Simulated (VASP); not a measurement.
# TiAl (Pm-3m) in VASP: further runs, part 2 of 2

VASP 6.6.1.

### 5 Single point, PBE

This run uses another cell than the first one, of 16.06 Å³/atom, 1.018 times its volume.

File INCAR:

```
PREC = Accurate
ENCUT = 520
EDIFF = 1E-7
ISMEAR = 0
SIGMA = 0.02
LREAL = False
LASPH = True
NELM = 60
ALGO = Fast
ISIF = 2
LWAVE = False
LCHARG = False
GGA = PE
NBANDS = 14
```

File KPOINTS:

```
Automatic mesh
0
Gamma
  8 8 8
```

File POSCAR:

```
TiAl
1.0
    3.1790640000      0.0000000000      0.0000000000
    0.0000000000      3.1790640000      0.0000000000
    0.0000000000      0.0000000000      3.1790640000
Ti Al
1 1
Direct
    0.0000000000      0.0000000000      0.0000000000
    0.5000000000      0.5000000000      0.5000000000
```

Potentials or basis: VASP PAW PBE potentials, release 64 (Ti_sv, Al).

Run with:

```
$ cat potpaw_PBE.64/Ti_sv/POTCAR potpaw_PBE.64/Al/POTCAR > POTCAR
$ mpirun -np 1 vasp_std > vasp.out
```

OUTCAR:

```text
PREC = Accurate
   ENCUT = 520
   EDIFF = 1E-7
   ISMEAR = 0
   LREAL = False
   LASPH = True
   NELM = 60
   ISIF = 2
   GGA = PE

 ion  position               nearest neighbor table
   1  0.000  0.000  0.000-   2 2.75   2 2.75   2 2.75   2 2.75   2 2.75   2 2.75   2 2.75   2 2.75

   2  0.500  0.500  0.500-   1 2.75   1 2.75   1 2.75   1 2.75   1 2.75   1 2.75   1 2.75   1 2.75

  LATTYP: Found a simple cubic cell.
 ALAT       =     3.1790640000

  Lattice vectors:

 A1 = (   3.1790640000,   0.0000000000,   0.0000000000)
 A2 = (   0.0000000000,   3.1790640000,   0.0000000000)
 A3 = (   0.0000000000,   0.0000000000,   3.1790640000)

Analysis of symmetry for initial positions (statically):
=====================================================================
 Subroutine PRICEL returns:
 Original cell was already a primitive cell.

 Routine SETGRP: Setting up the symmetry group for a
 simple cubic supercell.

 Subroutine GETGRP returns: Found 48 space group operations
 (whereof 48 operations were pure point group operations)
 out of a pool of 48 trial point group operations.

The static configuration has the point symmetry O_h .

Analysis of symmetry for dynamics (positions and initial velocities):
=====================================================================
 Subroutine PRICEL returns:
 Original cell was already a primitive cell.

 Routine SETGRP: Setting up the symmetry group for a
 simple cubic supercell.

 Subroutine GETGRP returns: Found 48 space group operations
 (whereof 48 operations were pure point group operations)
 out of a pool of 48 trial point group operations.

The dynamic configuration has the point symmetry O_h .

 Subroutine INISYM returns: Found 48 space group operations
 (whereof 48 operations are pure point group operations),
 and found     1 'primitive' translations

----------------------------------------------------------------------------------------

                                     Primitive cell

  volume of cell :      32.1290

  direct lattice vectors                    reciprocal lattice vectors
     3.179064000  0.000000000  0.000000000     0.314557996  0.000000000  0.000000000
     0.000000000  3.179064000  0.000000000     0.000000000  0.314557996  0.000000000
     0.000000000  0.000000000  3.179064000     0.000000000  0.000000000  0.314557996

  length of vectors
     3.179064000  3.179064000  3.179064000     0.314557996  0.314557996  0.314557996

  position of ions in fractional coordinates (direct lattice)
     0.000000000  0.000000000  0.000000000
     0.500000000  0.500000000  0.500000000

  ion indices of the primitive-cell ions
   primitive index   ion index
                 1           1
                 2           2

----------------------------------------------------------------------------------------

 KPOINTS: Automatic mesh

Automatic generation of k-mesh.
 Grid dimensions read from file:
 generate k-points for:    8    8    8

 Generating k-lattice:

  Cartesian coordinates                     Fractional coordinates (reciprocal lattice)
     0.039319749  0.000000000  0.000000000     0.125000000  0.000000000  0.000000000
     0.000000000  0.039319749  0.000000000     0.000000000  0.125000000  0.000000000
     0.000000000  0.000000000  0.039319749     0.000000000  0.000000000  0.125000000

  Length of vectors
     0.039319749  0.039319749  0.039319749

  Shift w.r.t. Gamma in fractional coordinates (k-lattice)
     0.000000000  0.000000000  0.000000000

 Subroutine IBZKPT returns following result:
 ===========================================

 Found     35 irreducible k-points:

 Following reciprocal coordinates:
            Coordinates               Weight
  0.000000  0.000000  0.000000      1.000000
  0.125000  0.000000  0.000000      6.000000
  0.250000  0.000000  0.000000      6.000000
  0.375000  0.000000  0.000000      6.000000
  0.500000  0.000000  0.000000      3.000000
  0.125000  0.125000  0.000000     12.000000
[... 16 lines left out ...]
  0.375000  0.375000  0.125000     24.000000
  0.500000  0.375000  0.125000     24.000000
 [... further k-points ...]
   k-points           NKPTS =     35   k-points in BZ     NKDIM =     35   number of bands    NBANDS=     14
   number of dos      NEDOS =    301   number of ions     NIONS =      2
   total plane-waves  NPLWV =  13824
   dimension x,y,z NGX =    24 NGY =   24 NGZ =   24
   dimension x,y,z NGXF=    48 NGYF=   48 NGZF=   48
   ions per type =               1   1
   NGX,Y,Z   is equivalent  to a cutoff of  12.55, 12.55, 12.55 a.u.
   NGXF,Y,Z  is equivalent  to a cutoff of  25.10, 25.10, 25.10 a.u.
 SYSTEM =  unknown system
   PREC   = accura    normal or accurate (medium, high low for compatibility)
   ISTART =      0    job   : 0-new  1-cont  2-samecut
   ICHARG =      2    charge: 1-file 2-atom 10-const
   ISPIN  =      1    spin polarized calculation?
   LNONCOLLINEAR =      F non collinear calculations
   LSORBIT =      F    spin-orbit coupling
   LASPH  =      T    aspherical Exc in radial PAW
   ENCUT  =  520.0 eV  38.22 Ry    6.18 a.u.   5.91  5.91  5.91*2*pi/ulx,y,z
   NELM   =     60;   NELMIN=  2; NELMDL= -5     # of ELM steps
   EDIFF  = 0.1E-06   stopping-criterion for ELM
   LREAL  =      F    real-space projection
   EDIFFG = 0.1E-05   stopping-criterion for IOM
   NSW    =      0    number of steps for IOM
   IBRION =     -1    ionic relax: 0-MD 1-quasi-New 2-CG
   NFREE  =      0    steps in history (QN), initial steepest desc. (CG)
   ISIF   =      2    stress and relaxation
   ISYM   =      2    0-nonsym 1-usesym 2-fastsym
   POTIM  = 0.5000    time-step for ionic-motion
   TEBEG  =    0.0;   TEEND  =   0.0 temperature during run
   PSTRESS=    0.0 pullay stress
   NELECT =      15.0000    total number of electrons
   NUPDOWN=      -1.0000    fix difference up-down
   EMIN   =  10.00;   EMAX   =-10.00  energy-range for DOS
   EFERMI =   0.00;   METHOD = LEGACY
   ISMEAR =     0;   SIGMA  =   0.02  broadening in eV -4-tet -1-fermi 0-gaus
   EFERMI_NEDOS =   21; number of points for ismear=-14 and -15
   IALGO  =     68    algorithm
   IMIX   =      4    mixing-type and parameters
     AMIX     =   0.40;   BMIX     =  1.00
     AMIX_MAG =   1.60;   BMIX_MAG =  1.00
  volume/ion in A,a.u.               =      16.06       108.41
  Fermi-wavevector in a.u.,A,eV,Ry     =   1.270007  2.399964 21.945065  1.612917
  Thomas-Fermi vector in A             =   2.403017
   LORBIT       =      0    0 simple, 1 ext, 2 COOP (PROOUT), +10 PAW based schemes
   GGA     = PE    functional components
   LHFCALC =     F    Hartree Fock is set to
   AEXX    =    0.0000 exact exchange contribution
   IVDW    =     0    specifies the selected vdW correction
   LEPSILON=     F    determine dielectric tensor
   LRPA    =     F    only Hartree local field effects (RPA)
 non-spin polarized calculation
 RMM-DIIS sequential band-by-band and
 Gauss-broadening in eV      SIGMA  =   0.02
  energy-cutoff  :      520.00
  volume of cell :       32.13
 maximum number of plane-waves:       912
 NGX is ok and might be reduce to    24
   NGX = 11   NGY = 11   NGZ = 11

 number of electron      14.9999994 magnetization

 Free energy of the ion-electron system (eV)
  ---------------------------------------------------
  ext. energy  EPLUGINS =         0.00000000
  ---------------------------------------------------
  free energy    TOTEN  =       -12.10141865 eV

  energy without entropy =      -12.10052015  energy(sigma->0) =      -12.10096940

 E-fermi :   8.7789     XC(G=0): -11.0859

 val. band max:        8.7604713439   @ k =   0.3750   0.1250   0.1250
 cond. band min:       8.7916419464   @ k =   0.3750   0.3750   0.2500
 fundamental gap:      0.0311706025
 Fermi energy:         8.7789430501

 k-point     1 :       0.0000    0.0000    0.0000
  band No.  band energies     occupation
      1     -48.1027      2.00000
      2     -24.3053      2.00000
      3     -24.3053      2.00000
      4     -24.3053      2.00000
      5      -0.4997      2.00000
      6       7.3445      2.00000
      7       7.3445      2.00000
      8      10.5952      0.00000
      9      10.5952      0.00000
     10      10.5953      0.00000
     11      13.1892      0.00000
     12      13.1892      0.00000
     13      13.1892      0.00000
     14      17.5756      0.00000
[... 375 lines left out ...]
 k-point    24 :       0.5000    0.3750    0.1250
  band No.  band energies     occupation
      1     -48.0736      2.00000
      2     -24.4523      2.00000
      3     -24.4255      2.00000
      4     -24.3006      2.00000
      5       3.7212      2.00000
      6       5.7631      2.00000
      7       6.8166      2.00000
      8       8.2028      2.00000
      9       9.6835      0.00000
     10       9.7070      0.00000
     11      11.6286      0.00000
     12      13.4503      0.00000
     13      13.8816      0.00000
     14      16.1870      0.00000

 [... further k-points ...]
[... 5 lines left out ...]
  --------------------------------------------------------------------------------------
  -------------------------------------------------------------------------------------
  Total        0.1310960      0.1310960      0.1310960      0.0000000     -0.0000000      0.0000000
  in kB        6.5373554      6.5373554      6.5373554      0.0000000     -0.0000000      0.0000000
  external PRESSURE =       6.5373554 kB  Pullay stress =       0.0000000 kB

 VOLUME and BASIS-vectors are now :
 -----------------------------------------------------------------------------
  energy-cutoff  :      520.00
  volume of cell :       32.13
      direct lattice vectors                 reciprocal lattice vectors
     3.179064000  0.000000000  0.000000000     0.314557996  0.000000000  0.000000000
     0.000000000  3.179064000  0.000000000     0.000000000  0.314557996  0.000000000
     0.000000000  0.000000000  3.179064000     0.000000000  0.000000000  0.314557996

 POSITION                                       TOTAL-FORCE (eV/Angst)
 -----------------------------------------------------------------------------------
      0.00000      0.00000      0.00000         0.000000      0.000000      0.000000
      1.58953      1.58953      1.58953         0.000000      0.000000      0.000000
 -----------------------------------------------------------------------------------
    total drift:                                0.000000      0.000000      0.000000

  FREE ENERGIE OF THE ION-ELECTRON SYSTEM (eV)
  ---------------------------------------------------
  free  energy   TOTEN  =       -12.1014186485 eV

  energy  without entropy=      -12.1005201493  energy(sigma->0) =      -12.10096940
```

OSZICAR:

```text
N       E                     dE             d eps       ncg     rms          rms(c)
DAV:   1     0.101155508654E+03    0.10116E+03   -0.71938E+03   986   0.108E+03
DAV:   2    -0.802217133838E+01   -0.10918E+03   -0.10521E+03  1034   0.304E+02
DAV:   3    -0.135739444084E+02   -0.55518E+01   -0.53843E+01  1418   0.658E+01
[... 27 lines left out ...]
RMM:  31    -0.121014182515E+02   -0.13507E-06   -0.14770E-06   653   0.275E-03    0.780E-05
RMM:  32    -0.121014184005E+02   -0.14900E-06   -0.16633E-06   616   0.243E-03    0.930E-05
RMM:  33    -0.121014184884E+02   -0.87873E-07   -0.10057E-06   589   0.242E-03    0.110E-04
RMM:  34    -0.121014185890E+02   -0.10067E-06   -0.11481E-06   606   0.225E-03    0.126E-04
RMM:  35    -0.121014186485E+02   -0.59506E-07   -0.69539E-07   587   0.212E-03
   1 F= -.12101419E+02 E0= -.12100969E+02  d E =-.898499E-03
```

Wall time 12 s (1 thread of Intel Xeon 6975P-C (Granite Rapids), shared host); peak memory 0.15 GiB.

Results:

```
Free energy : -12.1014 eV
Pressure    : 0.7 GPa
```

### 6 Single point, PBE

This run uses another cell than the first one, of 16.06 Å³/atom, 1.018 times its volume.

File INCAR:

```
SYSTEM = TiAl
  PREC = Accurate
  ENCUT = 520
  EDIFF = 1E-6
  ISMEAR = 0
  SIGMA = 0.020999999999999998
  LREAL = .FALSE.
  LASPH = .TRUE.
  NELM = 80
  ALGO = Normal
  ISIF = 2
  LWAVE = .FALSE.
  LCHARG = .TRUE.
  GGA = PE
  LELF = .TRUE.
  LVHAR = .TRUE.
  NBANDS = 14
```

File KPOINTS:

```
regular mesh
0
G
  8 8 8
  0 0 0
```

POSCAR is that of step 5.

Potentials or basis: VASP PAW PBE potentials, release 64 (Ti_sv, Al).

Run with:

```
$ cat potpaw_PBE.64/Ti_sv/POTCAR potpaw_PBE.64/Al/POTCAR > POTCAR
$ mpirun -np 1 vasp_std > vasp.out
```

OUTCAR:

```text
SYSTEM = TiAl
   PREC = Accurate
   ENCUT = 520
   EDIFF = 1E-6
   ISMEAR = 0
   LREAL = .FALSE.
   LASPH = .TRUE.
   NELM = 80
   ISIF = 2
   GGA = PE

 ion  position               nearest neighbor table
   1  0.000  0.000  0.000-   2 2.75   2 2.75   2 2.75   2 2.75   2 2.75   2 2.75   2 2.75   2 2.75

   2  0.500  0.500  0.500-   1 2.75   1 2.75   1 2.75   1 2.75   1 2.75   1 2.75   1 2.75   1 2.75

  LATTYP: Found a simple cubic cell.
 ALAT       =     3.1790640000

  Lattice vectors:

 A1 = (   3.1790640000,   0.0000000000,   0.0000000000)
 A2 = (   0.0000000000,   3.1790640000,   0.0000000000)
 A3 = (   0.0000000000,   0.0000000000,   3.1790640000)

Analysis of symmetry for initial positions (statically):
=====================================================================
 Subroutine PRICEL returns:
 Original cell was already a primitive cell.

 Routine SETGRP: Setting up the symmetry group for a
 simple cubic supercell.

 Subroutine GETGRP returns: Found 48 space group operations
 (whereof 48 operations were pure point group operations)
 out of a pool of 48 trial point group operations.

The static configuration has the point symmetry O_h .

Analysis of symmetry for dynamics (positions and initial velocities):
[... 170 lines left out ...]
      2     -24.3061      2.00000
      3     -24.3061      2.00000
      4     -24.3061      2.00000
      5      -0.4998      2.00000
      6       7.3442      2.00000
      7       7.3442      2.00000
      8      10.5947      0.00000
      9      10.5947      0.00000
     10      10.5947      0.00000
     11      13.1892      0.00000
     12      13.1892      0.00000
     13      13.1892      0.00000
     14      17.5753      0.00000
[... 377 lines left out ...]
      1     -48.0745      2.00000
      2     -24.4530      2.00000
      3     -24.4262      2.00000
      4     -24.3014      2.00000
      5       3.7211      2.00000
      6       5.7630      2.00000
      7       6.8165      2.00000
      8       8.2026      2.00000
      9       9.6831      0.00000
     10       9.7066      0.00000
     11      11.6280      0.00000
     12      13.4499      0.00000
     13      13.8810      0.00000
     14      16.1868      0.00000

 [... further k-points ...]
[... 5 lines left out ...]
  --------------------------------------------------------------------------------------
  -------------------------------------------------------------------------------------
  Total        0.1304823      0.1304823      0.1304823     -0.0000000      0.0000000     -0.0000000
  in kB        6.5067556      6.5067556      6.5067556     -0.0000000      0.0000000     -0.0000000
  external PRESSURE =       6.5067556 kB  Pullay stress =       0.0000000 kB

 VOLUME and BASIS-vectors are now :
 -----------------------------------------------------------------------------
  energy-cutoff  :      520.00
  volume of cell :       32.13
      direct lattice vectors                 reciprocal lattice vectors
     3.179064000  0.000000000  0.000000000     0.314557996  0.000000000  0.000000000
     0.000000000  3.179064000  0.000000000     0.000000000  0.314557996  0.000000000
     0.000000000  0.000000000  3.179064000     0.000000000  0.000000000  0.314557996

 POSITION                                       TOTAL-FORCE (eV/Angst)
 -----------------------------------------------------------------------------------
      0.00000      0.00000      0.00000         0.000000      0.000000      0.000000
      1.58953      1.58953      1.58953         0.000000      0.000000      0.000000
 -----------------------------------------------------------------------------------
    total drift:                                0.000000      0.000000      0.000000

  FREE ENERGIE OF THE ION-ELECTRON SYSTEM (eV)
  ---------------------------------------------------
  free  energy   TOTEN  =       -12.1014656070 eV

  energy  without entropy=      -12.1004589138  energy(sigma->0) =      -12.10096226
```

OSZICAR:

```text
N       E                     dE             d eps       ncg     rms          rms(c)
DAV:   1     0.101155454981E+03    0.10116E+03   -0.71938E+03   986   0.108E+03
DAV:   2    -0.802220601426E+01   -0.10918E+03   -0.10521E+03  1034   0.304E+02
DAV:   3    -0.135739653577E+02   -0.55518E+01   -0.53842E+01  1418   0.658E+01
DAV:   4    -0.137590346265E+02   -0.18507E+00   -0.18407E+00  1148   0.106E+01
DAV:   5    -0.137656394424E+02   -0.66048E-02   -0.66045E-02  1394   0.192E+00    0.982E+00
DAV:   6    -0.121934705076E+02    0.15722E+01   -0.52304E+00  1102   0.311E+01    0.292E+00
DAV:   7    -0.121105494775E+02    0.82921E-01   -0.47329E-01  1096   0.917E+00    0.175E+00
DAV:   8    -0.121029726589E+02    0.75768E-02   -0.49017E-02  1314   0.218E+00    0.505E-01
DAV:   9    -0.121013176714E+02    0.16550E-02   -0.58822E-03  1154   0.960E-01    0.177E-01
DAV:  10    -0.121014472927E+02   -0.12962E-03   -0.18356E-04  1148   0.136E-01    0.853E-02
DAV:  11    -0.121014651554E+02   -0.17863E-04   -0.68917E-05  1174   0.748E-02    0.920E-03
DAV:  12    -0.121014656070E+02   -0.45156E-06   -0.35366E-06  1154   0.146E-02
   1 F= -.12101466E+02 E0= -.12100962E+02  d E =-.100669E-02
```

stdout:

```text
POSCAR found type information on POSCAR TiAl
 POSCAR found :  2 types and       2 ions
 scaLAPACK will be used
 LDA part: xc-table for (Slater+PW92), standard interpolation
 POSCAR, INCAR and KPOINTS ok, starting setup
 FFT: planning ... GRIDC
 FFT: planning ... GRID_SOFT
 FFT: planning ... GRID
 WAVECAR not read
 entering main loop
```

It took 4.5 s on 1 thread of Intel Xeon 6975P-C (Granite Rapids), shared host; peak memory 0.14 GiB.

Results:

| Quantity | Value |
| --- | --- |
| Free energy | -12.1015 eV |
| Pressure | 0.7 GPa |

Levels at points of the mesh, in eV from the Fermi level:
```
           k point  band 5  band 6  band 7  band 8  band 9  band 10
(0.00, 0.00, 0.00)   -9.28   -1.43   -1.43    1.82    1.82     1.82
(0.50, 0.00, 0.00)   -6.05   -5.19   -0.54    0.16    0.16     2.02
(0.50, 0.50, 0.00)   -5.01   -2.11   -2.11   -1.46    0.72     0.72
(0.50, 0.50, 0.50)   -3.09   -3.09   -3.09    0.62    2.80     2.80
```

### 7 Summary

| level | cell | smearing | gap on the mesh (eV) | pressure (GPa) |
| --- | --- | --- | --- | --- |
| PBE+D4 | a = 3.161 Å, 2 atoms | fermi-dirac 0.05 eV | none | -0.1 |
| PBE | a = 3.179 Å, 2 atoms | gaussian 0.017 eV | none | 0.6 |
| PBE | a = 3.179 Å, 2 atoms | gaussian 0.019 eV | none | 0.7 |
| PBE | a = 3.179 Å, 2 atoms | gaussian 0.02 eV | none | 0.7 |
| PBE | a = 3.179 Å, 2 atoms | gaussian 0.021 eV | none | 0.7 |

Alike in all rows: task single point; potentials or basis VASP PAW PBE potentials, release 64 (Ti_sv, Al); no spin polarisation; k mesh 8 × 8 × 8; cutoff (eV) 520.

Caveats: pairwise dispersion overbinds metals, which lowers pressure and volume (some runs).

Absolute energies hang on the potentials; compare differences alone.
